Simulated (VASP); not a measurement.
Crystal: Cs.

```
CELL_PARAMETERS angstrom
3.56995 2.06111 2.61986
-3.56995 2.06111 2.61986
0.00000 -4.12222 2.61986
ATOMIC_POSITIONS crystal
Cs 0.50000 0.50000 0.50000
```

```yaml
Program: VASP 6.6.1
Task: relaxation of cell and atoms
Functional: PBEsol
Potentials_or_basis: VASP PAW PBE potentials, release 64 (Cs_sv)
Cutoff: 600 eV
k_mesh: 12 × 12 × 12
Occupations: gaussian, width 0.1 eV
Spin: no spin polarisation
```

At the start: pressure 0.0 GPa; volume 115.66 Å³/atom.

Q: How do energy, volume and symmetry change on relaxing?

A: Over 21 steps the energy falls by 91.0 meV/atom and the volume is 108.58 Å³/atom (-6.1 %); space group R-3m (No. 166, to 0.1 Å) before, Im-3m (No. 229, to 0.1 Å).

The path:
```csv
step,energy change (eV),largest force (eV/Å),pressure (GPa),volume (Å³)
1,0.0000,0.0000,0.04,115.66
2,-0.0008,0.0000,0.04,116.16
3,-0.0031,0.0000,0.01,117.65
4,-0.0078,0.0000,-0.05,120.56
5,-0.0168,0.0000,-0.13,126.12
6,-0.0314,0.0000,-0.27,136.00
7,-0.0320,0.0000,-0.27,136.16
8,-0.0339,0.0000,-0.28,136.63
9,-0.0376,0.0000,-0.30,137.48
10,-0.0441,0.0000,-0.32,138.85
11,-0.0501,0.0000,-0.34,140.13
12,-0.0485,0.0000,-0.34,139.67
13,-0.0543,0.0000,-0.33,137.26
14,-0.0695,0.0000,-0.28,130.08
15,-0.0857,0.0000,-0.12,116.06
16,-0.0858,0.0000,-0.09,113.97
17,-0.0859,0.0000,-0.10,114.48
18,-0.0875,0.0000,-0.08,113.44
19,-0.0904,0.0000,-0.04,110.45
20,-0.0885,0.0000,0.09,104.35
21,-0.0910,0.0000,0.00,108.58
```

Final structure:
```cif
data_structure
_symmetry_space_group_name_H-M 'P 1'
_symmetry_Int_Tables_number 1
_cell_length_a 5.2055
_cell_length_b 5.2055
_cell_length_c 5.2055
_cell_angle_alpha 109.471
_cell_angle_beta 109.471
_cell_angle_gamma 109.471
_cell_volume 108.58
loop_
_atom_site_label
_atom_site_type_symbol
_atom_site_fract_x
_atom_site_fract_y
_atom_site_fract_z
_atom_site_occupancy
Cs1 Cs 0.50000 0.50000 0.50000 1
```

Caveat: the PAW data sets were made with another functional, which shifts forces and pressure a little.
